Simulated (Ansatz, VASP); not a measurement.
**Ir in VASP and in Ansatz**

Contents of INCAR:

```
SYSTEM = Ir
PREC = Accurate
ENCUT = 520
EDIFF = 1E-7
ISMEAR = -1
SIGMA = 0.05
LREAL = .False.
LASPH = .True.
NELM = 100
ALGO = Normal
ISIF = 2
LWAVE = .False.
LCHARG = .False.
GGA = PE
NBANDS = 10
```

Contents of KPOINTS:

```
regular mesh
0
Gamma
  12 12 12
  0 0 0
```

File POSCAR:

```
Ir
1.0
    0.0000000000      1.9027432368      1.9027432368
    1.9027432368      0.0000000000      1.9027432368
    1.9027432368      1.9027432368      0.0000000000
Ir
1
Direct
    0.0000000000      0.0000000000      0.0000000000
```

File input.yaml:

```yaml
crystal:
  lattice:
    - [0.0, 1.9027432368, 1.9027432368]
    - [1.9027432368, 0.0, 1.9027432368]
    - [1.9027432368, 1.9027432368, 0.0]
  atoms:
    - { symbol: Ir, position: [0.0, 0.0, 0.0] }
kpoints:
  mp_grid: { grid: [12, 12, 12] }
scf:
  occupations: { method: fermi_dirac, width: 0.05 }
hamiltonian:
  xc: pbe
  pseudopotentials: { kind: all_electron, lapw: { basis_error: 0.0005 } }
output:
  forces: true
  stress: true
  eigenvalues: true
```

Change from the starting cell: volume scaled by 0.98.

Alike in both runs: task single point; functional PBE; k mesh 12 × 12 × 12; occupations fermi-dirac, width 0.05 eV; no spin polarisation.

|  | VASP | Ansatz |
| --- | --- | --- |
| version | VASP 6.6.1 | Ansatz 0.2.0 |
| potentials or method | VASP PAW PBE potentials, release 64 (Ir), cutoff 520 eV | all-electron LAPW, scalar-relativistic |

|  | VASP | Ansatz | Ansatz less VASP |
| --- | --- | --- | --- |
| gap on the k mesh at the Fermi level (eV) | none | none | - |
| pressure (GPa) | 20.5 | 19.7 | -0.86 |

A gap of «none» marks a metal or a gap that the smearing closes. Ansatz ran all-electron here, and VASP with PAW potentials.

Neither program's run includes spin-orbit coupling.
